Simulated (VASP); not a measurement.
# C (Fmmm) in VASP: a series of runs

The runs below take C through single point, relaxation of cell and atoms, with PBE.

Program: VASP 6.6.1. These are calculated values, not measurements. Logs are shortened: lines on timing, memory, paths and dates and some standing lists are left out, and cuts for length are marked.

### 1 The cell of the first run

Symmetry: Fmmm, No. 69, orthorhombic system. Conventional cell: a = 2.466 Å, b = 4.272 Å, c = 8.621 Å, α = 90.00°, β = 90.00°, γ = 90.00°. Within 1.9 Å of C (site symmetry m2m) lie 3 C at 1.42 Å.

The cell was built from a structure type or drawn by symmetry, and may not be a known phase.

### 2 Single point, PBE

INCAR reads:

```
SYSTEM = C
  ALGO = Normal
  EDIFF = 1E-7
  ENCUT = 520
  GGA = PE
  ISIF = 2
  ISMEAR = 0
  LASPH = .True.
  LCHARG = .False.
  LREAL = .False.
  LWAVE = .False.
  NBANDS = 11
  NELM = 100
  PREC = Accurate
  SIGMA = 0.02
```

KPOINTS reads:

```
k-points
0
Gamma
  14 14 14
  0 0 0
```

POSCAR reads:

```
C
1.0
    0.0000000000      2.1360351804      4.3103486597
    1.2332430687      0.0000000000      4.3103486597
    1.2332430687      2.1360351804      0.0000000000
C
2
Direct
    0.1666713241      0.8333286759      0.1666713241
    0.8333286759      0.1666713241      0.8333286759
```

Potentials or basis: VASP PAW PBE potentials, release 64 (C).

Started as:

```console
> cat potpaw_PBE.64/C/POTCAR > POTCAR
> mpirun -np 1 vasp_std > vasp.out
```

OUTCAR:

```text
SYSTEM = C
   EDIFF = 1E-7
   ENCUT = 520
   GGA = PE
   ISIF = 2
   ISMEAR = 0
   LASPH = .True.
   LREAL = .False.
   NELM = 100
   PREC = Accurate

 ion  position               nearest neighbor table
   1  0.167  0.833  0.167-   2 1.42   2 1.42   2 1.42
   2  0.833  0.167  0.833-   1 1.42   1 1.42   1 1.42

  LATTYP: Found a face centered orthorhombic cell.
 ALAT       =     2.4664861374
 B/A-ratio  =     1.7320471808
 C/A-ratio  =     3.4951330918

  Lattice vectors:

 A1 = (   0.0000000000,   2.1360351804,   4.3103486597)
 A2 = (   1.2332430687,   0.0000000000,   4.3103486597)
 A3 = (   1.2332430687,   2.1360351804,   0.0000000000)

Analysis of symmetry for initial positions (statically):
=====================================================================
 Subroutine PRICEL returns:
 Original cell was already a primitive cell.

 Routine SETGRP: Setting up the symmetry group for a
 face centered orthorhombic supercell.

 Subroutine GETGRP returns: Found  8 space group operations
 (whereof  8 operations were pure point group operations)
 out of a pool of  8 trial point group operations.

The static configuration has the point symmetry D_2h.

Analysis of symmetry for dynamics (positions and initial velocities):
=====================================================================
 Subroutine PRICEL returns:
 Original cell was already a primitive cell.

 Routine SETGRP: Setting up the symmetry group for a
 face centered orthorhombic supercell.

 Subroutine GETGRP returns: Found  8 space group operations
 (whereof  8 operations were pure point group operations)
 out of a pool of  8 trial point group operations.

The dynamic configuration has the point symmetry D_2h.

 Subroutine INISYM returns: Found  8 space group operations
 (whereof  8 operations are pure point group operations),
 and found     1 'primitive' translations

----------------------------------------------------------------------------------------

                                     Primitive cell

  volume of cell :      22.7091

  direct lattice vectors                    reciprocal lattice vectors
     0.000000000  2.136035180  4.310348660    -0.405435078  0.234078542  0.115999897
     1.233243069  0.000000000  4.310348660     0.405435078 -0.234078542  0.115999897
     1.233243069  2.136035180  0.000000000     0.405435078  0.234078542 -0.115999897

  length of vectors
     4.810587476  4.483301689  2.466482264     0.482313531  0.482313531  0.482313531

  position of ions in fractional coordinates (direct lattice)
     0.166671324  0.833328676  0.166671324
     0.833328676  0.166671324  0.833328676

  ion indices of the primitive-cell ions
   primitive index   ion index
                 1           1
                 2           2

----------------------------------------------------------------------------------------

 KPOINTS: k-points

Automatic generation of k-mesh.
 Grid dimensions read from file:
 generate k-points for:   14   14   14

 Generating k-lattice:

  Cartesian coordinates                     Fractional coordinates (reciprocal lattice)
    -0.028959648  0.016719896  0.008285707     0.071428571 -0.000000000 -0.000000000
     0.028959648 -0.016719896  0.008285707     0.000000000  0.071428571  0.000000000
     0.028959648  0.016719896 -0.008285707     0.000000000  0.000000000  0.071428571

  Length of vectors
     0.034450967  0.034450967  0.034450967

  Shift w.r.t. Gamma in fractional coordinates (k-lattice)
     0.000000000  0.000000000  0.000000000

 Subroutine IBZKPT returns following result:
 ===========================================

 Found    428 irreducible k-points:

 Following reciprocal coordinates:
            Coordinates               Weight
  0.000000  0.000000  0.000000      1.000000
  0.071429 -0.000000  0.000000      8.000000
  0.142857  0.000000  0.000000      8.000000
  0.214286  0.000000 -0.000000      8.000000
  0.285714  0.000000 -0.000000      8.000000
  0.357143 -0.000000 -0.000000      8.000000
[... 16 lines left out ...]
  0.214286  0.142857 -0.000000      8.000000
  0.285714  0.142857 -0.000000      8.000000
 [... further k-points ...]
   k-points           NKPTS =    428   k-points in BZ     NKDIM =    428   number of bands    NBANDS=     11
   number of dos      NEDOS =    301   number of ions     NIONS =      2
   total plane-waves  NPLWV =  23328
   dimension x,y,z NGX =    36 NGY =   36 NGZ =   18
   dimension x,y,z NGXF=    72 NGYF=   72 NGZF=   36
   ions per type =               2
   NGX,Y,Z   is equivalent  to a cutoff of  12.44, 13.35, 12.13 a.u.
   NGXF,Y,Z  is equivalent  to a cutoff of  24.88, 26.70, 24.26 a.u.
 SYSTEM =  C
   PREC   = accura    normal or accurate (medium, high low for compatibility)
   ISTART =      0    job   : 0-new  1-cont  2-samecut
   ICHARG =      2    charge: 1-file 2-atom 10-const
   ISPIN  =      1    spin polarized calculation?
   LNONCOLLINEAR =      F non collinear calculations
   LSORBIT =      F    spin-orbit coupling
   LASPH  =      T    aspherical Exc in radial PAW
   ENCUT  =  520.0 eV  38.22 Ry    6.18 a.u.   8.94  8.34  4.59*2*pi/ulx,y,z
   NELM   =    100;   NELMIN=  2; NELMDL= -5     # of ELM steps
   EDIFF  = 0.1E-06   stopping-criterion for ELM
   LREAL  =      F    real-space projection
   EDIFFG = 0.1E-05   stopping-criterion for IOM
   NSW    =      0    number of steps for IOM
   IBRION =     -1    ionic relax: 0-MD 1-quasi-New 2-CG
   NFREE  =      0    steps in history (QN), initial steepest desc. (CG)
   ISIF   =      2    stress and relaxation
   ISYM   =      2    0-nonsym 1-usesym 2-fastsym
   POTIM  = 0.5000    time-step for ionic-motion
   TEBEG  =    0.0;   TEEND  =   0.0 temperature during run
   PSTRESS=    0.0 pullay stress
   NELECT =       8.0000    total number of electrons
   NUPDOWN=      -1.0000    fix difference up-down
   EMIN   =  10.00;   EMAX   =-10.00  energy-range for DOS
   EFERMI =   0.00;   METHOD = LEGACY
   ISMEAR =     0;   SIGMA  =   0.02  broadening in eV -4-tet -1-fermi 0-gaus
   EFERMI_NEDOS =   21; number of points for ismear=-14 and -15
   IALGO  =     38    algorithm
   IMIX   =      4    mixing-type and parameters
     AMIX     =   0.40;   BMIX     =  1.00
     AMIX_MAG =   1.60;   BMIX_MAG =  1.00
  volume/ion in A,a.u.               =      11.35        76.62
  Fermi-wavevector in a.u.,A,eV,Ry     =   1.156214  2.184928 18.188697  1.336831
  Thomas-Fermi vector in A             =   2.292836
   LORBIT       =      0    0 simple, 1 ext, 2 COOP (PROOUT), +10 PAW based schemes
   GGA     = PE    functional components
   LHFCALC =     F    Hartree Fock is set to
   AEXX    =    0.0000 exact exchange contribution
   IVDW    =     0    specifies the selected vdW correction
   LEPSILON=     F    determine dielectric tensor
   LRPA    =     F    only Hartree local field effects (RPA)
 non-spin polarized calculation
 Gauss-broadening in eV      SIGMA  =   0.02
  energy-cutoff  :      520.00
  volume of cell :       22.71
 maximum number of plane-waves:       626
   NGX = 17   NGY = 17   NGZ =  9

 number of electron       8.0000000 magnetization

 Free energy of the ion-electron system (eV)
  ---------------------------------------------------
  ext. energy  EPLUGINS =         0.00000000
  ---------------------------------------------------
  free energy    TOTEN  =       -18.45399100 eV

  energy without entropy =      -18.45399100  energy(sigma->0) =      -18.45399100

 E-fermi :   2.4188     XC(G=0):  -8.6534

 val. band max:        2.2252404130   @ k =   0.5000  -0.1429   0.3571
 cond. band min:       3.2643893832   @ k =  -0.0714   0.2857   0.2857
 fundamental gap:      1.0391489702
 Fermi energy:         2.4187791877

 k-point     1 :       0.0000    0.0000    0.0000
  band No.  band energies     occupation
      1     -16.8145      2.00000
      2      -4.6658      2.00000
      3      -0.3269      2.00000
      4      -0.3267      2.00000
      5       5.7727      0.00000
      6      11.0189      0.00000
      7      11.0260      0.00000
      8      14.1298      0.00000
      9      15.2037      0.00000
     10      19.1132      0.00000
     11      25.2190      0.00000

 k-point     2 :       0.0714   -0.0000    0.0000
  band No.  band energies     occupation
      1     -16.6935      2.00000
      2      -4.5296      2.00000
      3      -0.8110      2.00000
      4      -0.5798      2.00000
      5       5.9571      0.00000
      6      11.0814      0.00000
      7      11.5358      0.00000
      8      13.7083      0.00000
      9      15.4265      0.00000
     10      19.0910      0.00000
     11      25.6119      0.00000

 k-point     3 :       0.1429    0.0000    0.0000
  band No.  band energies     occupation
      1     -16.3314      2.00000
      2      -4.1229      2.00000
      3      -2.0784      2.00000
      4      -1.2072      2.00000
      5       6.5089      0.00000
      6      11.0852      0.00000
      7      12.5486      0.00000
      8      12.9389      0.00000
      9      16.1504      0.00000
     10      19.0294      0.00000
     11      26.2370      0.00000

 k-point     4 :       0.2143    0.0000   -0.0000
  band No.  band energies     occupation
      1     -15.7313      2.00000
      2      -3.7830      2.00000
      3      -3.4531      2.00000
      4      -1.9664      2.00000
      5       7.4207      0.00000
      6      10.8769      0.00000
      7      10.8999      0.00000
      8      14.9497      0.00000
      9      17.2978      0.00000
     10      18.9354      0.00000
     11      24.1454      0.00000

 k-point     5 :       0.2857    0.0000   -0.0000
  band No.  band energies     occupation
      1     -14.8995      2.00000
      2      -5.6559      2.00000
      3      -2.6755      2.00000
      4      -2.5383      2.00000
      5       8.6083      0.00000
      6       9.0068      0.00000
      7      10.6202      0.00000
      8      17.3035      0.00000
      9      18.4945      0.00000
     10      18.7810      0.00000
     11      22.4259      0.00000
[... 211 lines left out ...]
 k-point    21 :      -0.0714    0.0714    0.0000
  band No.  band energies     occupation
      1     -16.3329      2.00000
      2      -4.0996      2.00000
      3      -2.0782      2.00000
      4      -1.2072      2.00000
      5       6.4031      0.00000
      6      11.0856      0.00000
      7      12.5457      0.00000
      8      12.9388      0.00000
      9      16.1527      0.00000
     10      19.3529      0.00000
     11      26.3619      0.00000

 k-point    22 :       0.1429    0.1429    0.0000
  band No.  band energies     occupation
      1     -16.8086      2.00000
      2      -4.7560      2.00000
      3      -0.3270      2.00000
      4      -0.3268      2.00000
      5       6.1940      0.00000
      6      11.0191      0.00000
      7      11.0241      0.00000
      8      14.1309      0.00000
      9      15.2010      0.00000
     10      17.8098      0.00000
     11      25.2094      0.00000

 k-point    23 :       0.2143    0.1429   -0.0000
  band No.  band energies     occupation
      1     -16.6850      2.00000
      2      -4.6571      2.00000
      3      -0.8115      2.00000
      4      -0.5798      2.00000
      5       6.5765      0.00000
      6      11.0794      0.00000
      7      11.5356      0.00000
      8      13.7142      0.00000
      9      15.4211      0.00000
     10      17.3466      0.00000
     11      25.5904      0.00000

 k-point    24 :       0.2857    0.1429   -0.0000
  band No.  band energies     occupation
      1     -16.3210      2.00000
      2      -4.2775      2.00000
      3      -2.0797      2.00000
      4      -1.2072      2.00000
      5       7.3065      0.00000
      6      11.0810      0.00000
      7      12.5662      0.00000
      8      12.9388      0.00000
      9      16.1335      0.00000
     10      17.0872      0.00000
     11      26.1644      0.00000

 [... further k-points ...]
[... 5 lines left out ...]
  --------------------------------------------------------------------------------------
  -------------------------------------------------------------------------------------
  Total        0.0769390      0.0769665     -0.0031927      0.0000000      0.0000000      0.0000000
  in kB        5.4282198      5.4301646     -0.2252522      0.0000000      0.0000000      0.0000000
  external PRESSURE =       3.5443774 kB  Pullay stress =       0.0000000 kB

 VOLUME and BASIS-vectors are now :
 -----------------------------------------------------------------------------
  energy-cutoff  :      520.00
  volume of cell :       22.71
      direct lattice vectors                 reciprocal lattice vectors
     0.000000000  2.136035180  4.310348660    -0.405435078  0.234078542  0.115999897
     1.233243069  0.000000000  4.310348660     0.405435078 -0.234078542  0.115999897
     1.233243069  2.136035180  0.000000000     0.405435078  0.234078542 -0.115999897

 POSITION                                       TOTAL-FORCE (eV/Angst)
 -----------------------------------------------------------------------------------
      1.23324      0.71203      4.31035         0.000000     -0.000149      0.000000
      1.23324      3.56004      4.31035         0.000000      0.000149      0.000000
 -----------------------------------------------------------------------------------
    total drift:                                0.000000      0.000000      0.000000

  FREE ENERGIE OF THE ION-ELECTRON SYSTEM (eV)
  ---------------------------------------------------
  free  energy   TOTEN  =       -18.4539909960 eV

  energy  without entropy=      -18.4539909960  energy(sigma->0) =      -18.45399100
```

It took 1.7 min on 1 thread of Intel Xeon Platinum 8259CL at 2.50GHz (Skylake/Cascade Lake), shared host; peak memory 0.22 GiB.

Results:

```
Free energy : -18.4540 eV
Pressure    : 0.4 GPa
```

Caveat: this functional lacks dispersion, which binds the layers, so the pressure and a relaxed spacing across them are unreliable.

### 3 Single point, PBE

INCAR reads:

```
PREC = Accurate
ENCUT = 520
EDIFF = 1E-6
ISMEAR = 0
SIGMA = 0.02
LREAL = F
LASPH = T
NELM = 80
ALGO = Normal
ISIF = 2
LWAVE = F
LCHARG = F
GGA = PE
NBANDS = 11
```

KPOINTS reads:

```
Automatic mesh
0
Gamma
  14 14 14
```

POSCAR is that of step 2.

Potentials or basis: VASP PAW PBE potentials, release 64 (C).

Started as:

```console
> cat potpaw_PBE.64/C/POTCAR > POTCAR
> mpirun -np 1 vasp_std > vasp.out
```

It took 1.9 min on 1 thread of Intel Xeon Platinum 8259CL at 2.50GHz (Skylake/Cascade Lake), shared host; peak memory 0.22 GiB.

It converged, with:

* Free energy: -18.4540 eV
* Pressure: 0.4 GPa

Stress tensor (GPa, compression positive):
```
 0.54  0.00  0.00
 0.00  0.54  0.00
 0.00  0.00 -0.02
```

Caveat: this functional lacks dispersion, which binds the layers, so the pressure and a relaxed spacing across them are unreliable.

(Part 1 of 2 ends here.)
